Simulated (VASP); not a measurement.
Input of a VASP 6.6.1 run:

File INCAR:

```
  PREC = Accurate
  ENCUT = 600
  EDIFF = 1E-6
  ISMEAR = 0
  SIGMA = 0.1
  LREAL = False
  LASPH = True
  NELM = 80
  ALGO = Normal
  ISIF = 3
  LWAVE = False
  LCHARG = False
  GGA = CA
  IBRION = 2
  NSW = 100
  EDIFFG = -0.005
```

Contents of KPOINTS:

```
regular mesh
0
Gamma
  20 20 20
```

File POSCAR:

```
Cu
1.0
    0.0000000000      1.7593401034      1.7593401034
    1.7593401034      0.0000000000      1.7593401034
    1.7593401034      1.7593401034      0.0000000000
Cu
1
Direct
    0.0000000000      0.0000000000      0.0000000000
```

Potentials or basis: VASP PAW LDA potentials, release 64 (Cu).

Launch:

```sh
$ cat potpaw_LDA.64/Cu/POTCAR > POTCAR
$ mpirun -np 1 vasp_std > vasp.out
```

(1) What does it give for the relaxed volume?

(2) What does it give for the space group after relaxing (to 0.05 Å)?

## Answers

(1) 10.94 Å³/atom.

(2) Fm-3m (No. 225).
